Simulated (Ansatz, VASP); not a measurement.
# Two plane-wave programs on BiTe

```
Bi Te
1.0
     0.00000    3.16896    3.16896
     3.16896    0.00000    3.16896
     3.16896    3.16896    0.00000
Bi Te
1 1
Direct
  0.00000 0.00000 0.00000
  0.50000 0.50000 0.50000
```

Change from the starting cell: volume scaled by 0.94, ions relaxed.

Alike in both runs: functional PBE; k mesh 13 × 13 × 13; occupations fermi-dirac, width 0.05 eV; no spin polarisation.

Ansatz relaxed the structure, and its values are those at the end. VASP's run is a single point on that final structure, the one shown.

```csv
,VASP,Ansatz
version,VASP 6.6.1,Ansatz 0.2.0
potentials or method,"VASP PAW PBE potentials, release 64 (Bi_d, Te)","plane-wave PAW, scalar-relativistic"
plane-wave cutoff (eV),520,420
valence electrons in the cell,21,31
```

|  | VASP | Ansatz | Ansatz less VASP |
| --- | --- | --- | --- |
| pressure (GPa) | 4.3 | 4.4 | +0.04 |

VASP's potentials hold 21 valence electrons a cell and Ansatz's 31, so a difference there can come from the potentials and not from the codes. Ansatz's warnings: stress scf threshold loose.

Neither program's run includes spin-orbit coupling.
